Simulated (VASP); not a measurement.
# SiNi3 (P4mm) in VASP: single point with PBEsol

Aim: the single point of SiNi3 with PBEsol.

Everything below comes from runs of VASP 6.6.1. Logs are shortened: lines on timing, memory, paths and dates and some standing lists are left out, and cuts for length are marked.

## Step 1: The cell of the first run

It takes space group P4mm (No. 99, tetragonal). Conventional cell: a = 3.461 Å, b = 3.461 Å, c = 3.461 Å, α = 90.00°, β = 90.00°, γ = 90.00°. Si (site symmetry 4mm) has 12 Ni at 2.36 to 2.54 Å within 3.1 Å. Within 3.1 Å of Ni (site symmetry 2mm) lie 4 Si at 2.36 to 2.54 Å and 8 Ni at 2.45 Å. Ni (site symmetry 4mm) has 8 Ni at 2.45 Å and 4 Si at 2.45 Å within 3.2 Å.

## Step 2: Single point, PBEsol (all Ni atoms moved +0.125 Å, as atom 2 along Cartesian [0 1 0])

INCAR

```
  PREC = Accurate
  ENCUT = 520
  EDIFF = 1E-6
  ISMEAR = 0
  SIGMA = 0.15
  LREAL = F
  LASPH = T
  NELM = 60
  ALGO = Fast
  ISIF = 2
  LWAVE = F
  LCHARG = F
  GGA = PS
  NBANDS = 25
```

KPOINTS

```
Automatic mesh
0
Gamma
  14 14 14
```

POSCAR

```
SiNi3
1.0
    3.4612457436      0.0000000000      0.0000000000
    0.0000000000      3.4612457436      0.0000000000
    0.0000000000      0.0000000000      3.4612457436
Si Ni
1 3
Direct
    0.0000000000      0.0000000000      0.0000000000
    0.0000000000      0.5361141650      0.5000000000
    0.5000000000      0.0361141650      0.5000000000
    0.5000000000      0.5361141650      0.0000000000
```

Potentials or basis: VASP PAW PBE potentials, release 64 (Si, Ni).

Run with:

```console
> cat potpaw_PBE.64/Si/POTCAR potpaw_PBE.64/Ni/POTCAR > POTCAR
> mpirun -np 1 vasp_std > vasp.out
```

OUTCAR:

```text
PREC = Accurate
   ENCUT = 520
   EDIFF = 1E-6
   ISMEAR = 0
   LREAL = F
   LASPH = T
   NELM = 60
   ISIF = 2
   GGA = PS

 ion  position               nearest neighbor table
   1  0.000  0.000  0.000-   2 2.36   4 2.36   2 2.36   4 2.36   3 2.45   3 2.45   3 2.45   3 2.45
                             4 2.54   2 2.54   2 2.54   4 2.54
   2  0.000  0.536  0.500-   1 2.36   1 2.36   4 2.45   3 2.45   4 2.45   3 2.45   3 2.45   4 2.45
                             4 2.45   3 2.45   1 2.54   1 2.54
   3  0.500  0.036  0.500-   2 2.45   4 2.45   4 2.45   2 2.45   4 2.45   4 2.45   2 2.45   2 2.45
                             1 2.45   1 2.45   1 2.45   1 2.45
   4  0.500  0.536  0.000-   1 2.36   1 2.36   3 2.45   2 2.45   3 2.45   3 2.45   3 2.45   2 2.45
                             2 2.45   2 2.45   1 2.54   1 2.54

  LATTYP: Found a simple cubic cell.
 ALAT       =     3.4612457436

  Lattice vectors:

 A1 = (   3.4612457436,   0.0000000000,   0.0000000000)
 A2 = (   0.0000000000,   3.4612457436,   0.0000000000)
 A3 = (   0.0000000000,   0.0000000000,   3.4612457436)

Analysis of symmetry for initial positions (statically):
=====================================================================
 Subroutine PRICEL returns:
 Original cell was already a primitive cell.

 Routine SETGRP: Setting up the symmetry group for a
 simple cubic supercell.

 Subroutine GETGRP returns: Found  8 space group operations
 (whereof  8 operations were pure point group operations)
 out of a pool of 48 trial point group operations.

The static configuration has the point symmetry C_4v.

Analysis of symmetry for dynamics (positions and initial velocities):
=====================================================================
 Subroutine PRICEL returns:
 Original cell was already a primitive cell.

 Routine SETGRP: Setting up the symmetry group for a
 simple cubic supercell.

 Subroutine GETGRP returns: Found  8 space group operations
 (whereof  8 operations were pure point group operations)
 out of a pool of 48 trial point group operations.

The dynamic configuration has the point symmetry C_4v.

 Subroutine INISYM returns: Found  8 space group operations
 (whereof  8 operations are pure point group operations),
 and found     1 'primitive' translations

----------------------------------------------------------------------------------------

                                     Primitive cell

  volume of cell :      41.4665

  direct lattice vectors                    reciprocal lattice vectors
     3.461245744  0.000000000  0.000000000     0.288913320  0.000000000  0.000000000
     0.000000000  3.461245744  0.000000000     0.000000000  0.288913320  0.000000000
     0.000000000  0.000000000  3.461245744     0.000000000  0.000000000  0.288913320

  length of vectors
     3.461245744  3.461245744  3.461245744     0.288913320  0.288913320  0.288913320

  position of ions in fractional coordinates (direct lattice)
     0.000000000  0.000000000  0.000000000
     0.000000000  0.536114165  0.500000000
     0.500000000  0.036114165  0.500000000
     0.500000000  0.536114165  0.000000000

  ion indices of the primitive-cell ions
   primitive index   ion index
                 1           1
                 2           2
                 3           3
                 4           4

----------------------------------------------------------------------------------------

 KPOINTS: Automatic mesh

Automatic generation of k-mesh.
 Grid dimensions read from file:
 generate k-points for:   14   14   14

 Generating k-lattice:

  Cartesian coordinates                     Fractional coordinates (reciprocal lattice)
     0.020636666  0.000000000  0.000000000     0.071428571  0.000000000  0.000000000
     0.000000000  0.020636666  0.000000000     0.000000000  0.071428571  0.000000000
     0.000000000  0.000000000  0.020636666     0.000000000  0.000000000  0.071428571

  Length of vectors
     0.020636666  0.020636666  0.020636666

  Shift w.r.t. Gamma in fractional coordinates (k-lattice)
     0.000000000  0.000000000  0.000000000

 Subroutine IBZKPT returns following result:
 ===========================================

 Found    288 irreducible k-points:

 Following reciprocal coordinates:
            Coordinates               Weight
  0.000000  0.000000  0.000000      1.000000
  0.071429  0.000000  0.000000      4.000000
  0.000000  0.071429  0.000000      2.000000
  0.142857  0.000000  0.000000      4.000000
  0.000000  0.142857  0.000000      2.000000
  0.214286  0.000000  0.000000      4.000000
[... 16 lines left out ...]
  0.071429  0.000000  0.214286      8.000000
  0.285714  0.071429  0.000000      8.000000
 [... further k-points ...]
   k-points           NKPTS =    288   k-points in BZ     NKDIM =    288   number of bands    NBANDS=     25
   number of dos      NEDOS =    301   number of ions     NIONS =      4
   total plane-waves  NPLWV =  21952
   dimension x,y,z NGX =    28 NGY =   28 NGZ =   28
   dimension x,y,z NGXF=    56 NGYF=   56 NGZF=   56
   ions per type =               1   3
   NGX,Y,Z   is equivalent  to a cutoff of  13.45, 13.45, 13.45 a.u.
   NGXF,Y,Z  is equivalent  to a cutoff of  26.90, 26.90, 26.90 a.u.
 SYSTEM =  unknown system
   PREC   = accura    normal or accurate (medium, high low for compatibility)
   ISTART =      0    job   : 0-new  1-cont  2-samecut
   ICHARG =      2    charge: 1-file 2-atom 10-const
   ISPIN  =      1    spin polarized calculation?
   LNONCOLLINEAR =      F non collinear calculations
   LSORBIT =      F    spin-orbit coupling
   LASPH  =      T    aspherical Exc in radial PAW
   ENCUT  =  520.0 eV  38.22 Ry    6.18 a.u.   6.44  6.44  6.44*2*pi/ulx,y,z
   NELM   =     60;   NELMIN=  2; NELMDL= -5     # of ELM steps
   EDIFF  = 0.1E-05   stopping-criterion for ELM
   LREAL  =      F    real-space projection
   EDIFFG = 0.1E-04   stopping-criterion for IOM
   NSW    =      0    number of steps for IOM
   IBRION =     -1    ionic relax: 0-MD 1-quasi-New 2-CG
   NFREE  =      0    steps in history (QN), initial steepest desc. (CG)
   ISIF   =      2    stress and relaxation
   ISYM   =      2    0-nonsym 1-usesym 2-fastsym
   POTIM  = 0.5000    time-step for ionic-motion
   TEBEG  =    0.0;   TEEND  =   0.0 temperature during run
   PSTRESS=    0.0 pullay stress
   NELECT =      34.0000    total number of electrons
   NUPDOWN=      -1.0000    fix difference up-down
   EMIN   =  10.00;   EMAX   =-10.00  energy-range for DOS
   EFERMI =   0.00;   METHOD = LEGACY
   ISMEAR =     0;   SIGMA  =   0.15  broadening in eV -4-tet -1-fermi 0-gaus
   EFERMI_NEDOS =   21; number of points for ismear=-14 and -15
   IALGO  =     68    algorithm
   IMIX   =      4    mixing-type and parameters
     AMIX     =   0.40;   BMIX     =  1.00
     AMIX_MAG =   1.60;   BMIX_MAG =  1.00
  volume/ion in A,a.u.               =      10.37        69.96
  Fermi-wavevector in a.u.,A,eV,Ry     =   1.532270  2.895571 31.944467  2.347852
  Thomas-Fermi vector in A             =   2.639499
   LORBIT       =      0    0 simple, 1 ext, 2 COOP (PROOUT), +10 PAW based schemes
   GGA     = PS    functional components
   LHFCALC =     F    Hartree Fock is set to
   AEXX    =    0.0000 exact exchange contribution
   IVDW    =     0    specifies the selected vdW correction
   LEPSILON=     F    determine dielectric tensor
   LRPA    =     F    only Hartree local field effects (RPA)
 non-spin polarized calculation
 RMM-DIIS sequential band-by-band and
 Gauss-broadening in eV      SIGMA  =   0.15
  energy-cutoff  :      520.00
  volume of cell :       41.47
 maximum number of plane-waves:      1141
 NGX is ok and might be reduce to    28
   NGX = 13   NGY = 13   NGZ = 13

 number of electron      33.9999971 magnetization

 Free energy of the ion-electron system (eV)
  ---------------------------------------------------
  ext. energy  EPLUGINS =         0.00000000
  ---------------------------------------------------
  free energy    TOTEN  =       -26.25454023 eV

  energy without entropy =      -26.23437933  energy(sigma->0) =      -26.24445978

 E-fermi :  11.1041     XC(G=0): -13.4512

 val. band max:       11.1030589576   @ k =   0.4286   0.3571   0.4286
 cond. band min:      11.1049148786   @ k =   0.4286   0.4286   0.3571
 fundamental gap:      0.0018559210
 Fermi energy:        11.1041301525

 k-point     1 :       0.0000    0.0000    0.0000
  band No.  band energies     occupation
      1      -1.1456      2.00000
      2       5.9536      2.00000
      3       6.7173      2.00000
      4       6.7970      2.00000
      5       7.3050      2.00000
      6       7.3050      2.00000
[... 17 lines left out ...]
     24      21.9309      0.00000
     25      22.0774      0.00000

 k-point     2 :       0.0714    0.0000    0.0000
  band No.  band energies     occupation
      1      -1.0838      2.00000
      2       5.9692      2.00000
      3       6.6776      2.00000
      4       6.7927      2.00000
      5       7.2975      2.00000
      6       7.3096      2.00000
[... 17 lines left out ...]
     24      21.7410      0.00000
     25      21.9124      0.00000

 k-point     3 :       0.0000    0.0714    0.0000
  band No.  band energies     occupation
      1      -1.0839      2.00000
      2       5.9710      2.00000
      3       6.6343      2.00000
      4       6.8417      2.00000
      5       7.3009      2.00000
      6       7.3009      2.00000
[... 17 lines left out ...]
     24      21.7303      0.00000
     25      21.9185      0.00000

 k-point     4 :       0.1429    0.0000    0.0000
  band No.  band energies     occupation
      1      -0.8998      2.00000
      2       5.9429      2.00000
      3       6.4797      2.00000
      4       6.9101      2.00000
      5       7.2840      2.00000
      6       7.3147      2.00000
[... 17 lines left out ...]
     24      21.1626      0.00000
     25      21.4527      0.00000

 k-point     5 :       0.0000    0.1429    0.0000
  band No.  band energies     occupation
      1      -0.9002      2.00000
      2       5.9492      2.00000
      3       6.4352      2.00000
      4       6.9723      2.00000
      5       7.2864      2.00000
      6       7.2864      2.00000
[... 17 lines left out ...]
     24      21.0557      0.00000
     25      21.5688      0.00000

 k-point     6 :       0.2143    0.0000    0.0000
  band No.  band energies     occupation
      1      -0.5997      2.00000
      2       5.5639      2.00000
      3       6.4486      2.00000
      4       7.0953      2.00000
      5       7.2590      2.00000
      6       7.3178      2.00000
[... 17 lines left out ...]
     24      20.1769      0.00000
     25      21.2899      0.00000
[... 393 lines left out ...]
 k-point    21 :       0.2143    0.0714    0.0000
  band No.  band energies     occupation
      1      -0.5401      2.00000
      2       5.5999      2.00000
      3       6.4456      2.00000
      4       7.0128      2.00000
      5       7.2339      2.00000
      6       7.3393      2.00000
[... 17 lines left out ...]
     24      20.1339      0.00000
     25      21.7598      0.00000

 k-point    22 :       0.0000    0.2143    0.0714
  band No.  band energies     occupation
      1      -0.5408      2.00000
      2       5.6003      2.00000
      3       6.4168      2.00000
      4       7.0540      2.00000
      5       7.2316      2.00000
      6       7.3189      2.00000
[... 17 lines left out ...]
     24      20.1185      0.00000
     25      21.8364      0.00000

 k-point    23 :       0.0714    0.0000    0.2143
  band No.  band energies     occupation
      1      -0.5400      2.00000
      2       5.6005      2.00000
      3       6.4488      2.00000
      4       6.9886      2.00000
      5       7.2914      2.00000
      6       7.3054      2.00000
[... 17 lines left out ...]
     24      20.2426      0.00000
     25      21.7334      0.00000

 k-point    24 :       0.2857    0.0714    0.0000
  band No.  band energies     occupation
      1      -0.1384      2.00000
      2       4.9089      2.00000
      3       6.5996      2.00000
      4       7.1100      2.00000
      5       7.1987      2.00000
      6       7.4627      2.00000
[... 17 lines left out ...]
     24      20.0217      0.00000
     25      22.2605      0.00000

 [... further k-points ...]
[... 5 lines left out ...]
  --------------------------------------------------------------------------------------
  -------------------------------------------------------------------------------------
  Total        0.2474911      0.3323608      0.2474911      0.0000000      0.0000000      0.0000000
  in kB        9.5625319     12.8417156      9.5625319      0.0000000      0.0000000      0.0000000
  external PRESSURE =      10.6555931 kB  Pullay stress =       0.0000000 kB

 VOLUME and BASIS-vectors are now :
 -----------------------------------------------------------------------------
  energy-cutoff  :      520.00
  volume of cell :       41.47
      direct lattice vectors                 reciprocal lattice vectors
     3.461245744  0.000000000  0.000000000     0.288913320  0.000000000  0.000000000
     0.000000000  3.461245744  0.000000000     0.000000000  0.288913320  0.000000000
     0.000000000  0.000000000  3.461245744     0.000000000  0.000000000  0.288913320

 POSITION                                       TOTAL-FORCE (eV/Angst)
 -----------------------------------------------------------------------------------
      0.00000      0.00000      0.00000        -0.000000      0.789564     -0.000000
      0.00000      1.85562      1.73062         0.000000     -0.425728      0.000000
      1.73062      0.12500      1.73062         0.000000      0.061892     -0.000000
      1.73062      1.85562      0.00000        -0.000000     -0.425728     -0.000000
 -----------------------------------------------------------------------------------
    total drift:                                0.000000      0.000297      0.000003

  FREE ENERGIE OF THE ION-ELECTRON SYSTEM (eV)
  ---------------------------------------------------
  free  energy   TOTEN  =       -26.2545402250 eV

  energy  without entropy=      -26.2343793267  energy(sigma->0) =      -26.24445978
```

It took 2.6 min on 1 thread of Intel Xeon 6975P-C (Granite Rapids), shared host; peak memory 0.35 GiB.

What came out:

```
Free energy            : -26.2545 eV
Pressure               : 1.1 GPa
Largest force          : 0.790 eV/Å
Band gap on the k mesh : zero (bands 17 and 18 overlap by 0.26 eV)
```

Forces on the atoms (eV/Å):
```
Si   0.000  0.790  0.000
Ni   0.000 -0.426  0.000
Ni   0.000  0.062  0.000
Ni   0.000 -0.426  0.000
```

Levels at points of the mesh, in eV from the Fermi level:
```tsv
k point	band 14	band 15	band 16	band 17	band 18	band 19	band 20	band 21
(0.00, 0.00, 0.00)	-0.67	-0.63	-0.32	0.01	0.02	0.02	5.14	6.45
(0.50, 0.00, 0.00)	-1.38	-1.23	-0.59	0.02	3.68	3.78	5.33	5.34
(0.00, 0.50, 0.00)	-1.36	-1.23	-0.60	0.01	3.76	3.76	5.33	5.33
(0.50, 0.50, 0.00)	-1.52	-1.19	-1.10	-1.03	0.69	0.70	5.82	6.53
(0.50, 0.00, 0.50)	-1.50	-1.21	-1.08	-1.03	0.68	0.68	5.41	6.97
(0.50, 0.50, 0.50)	-1.35	-1.31	-0.54	-0.24	-0.24	-0.23	1.38	4.15
```

Caveat: the cell differs from its parent crystal (all Ni atoms moved +0.125 Å, as atom 2 along Cartesian [0 1 0]); the PAW data sets were made with another functional, which shifts forces and pressure a little. Spin polarisation is off, so any magnetic state and its effect on volume and gap are missing.
